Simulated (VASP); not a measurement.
Input of a VASP 6.6.1 run:

INCAR

```
SYSTEM = Sb
PREC = Accurate ; ENCUT = 520
EDIFF = 1E-6 ; ISMEAR = -1
SIGMA = 0.05 ; LREAL = .False.
LASPH = .True. ; NELM = 80
ALGO = Normal ; ISIF = 2
LWAVE = .False. ; LCHARG = .True.
GGA = PE ; LELF = .True.
LVHAR = .True. ; NBANDS = 8
```

File KPOINTS:

```
regular mesh
0
Gamma
  10 10 10
  0 0 0
```

The input POSCAR:

```
Sb
1.0
   -1.8959666167      1.8959666167      1.8959666167
    1.8959666167     -1.8959666167      1.8959666167
    1.8959666167      1.8959666167     -1.8959666167
Sb
1
Direct
    0.0000000000      0.0000000000      0.0000000000
```

Potentials or basis: VASP PAW PBE potentials, release 64 (Sb).

Command:

```sh
$ cat potpaw_PBE.64/Sb/POTCAR > POTCAR
$ mpirun -np 1 vasp_std > vasp.out
```

Predict the pressure.

0.4 GPa.
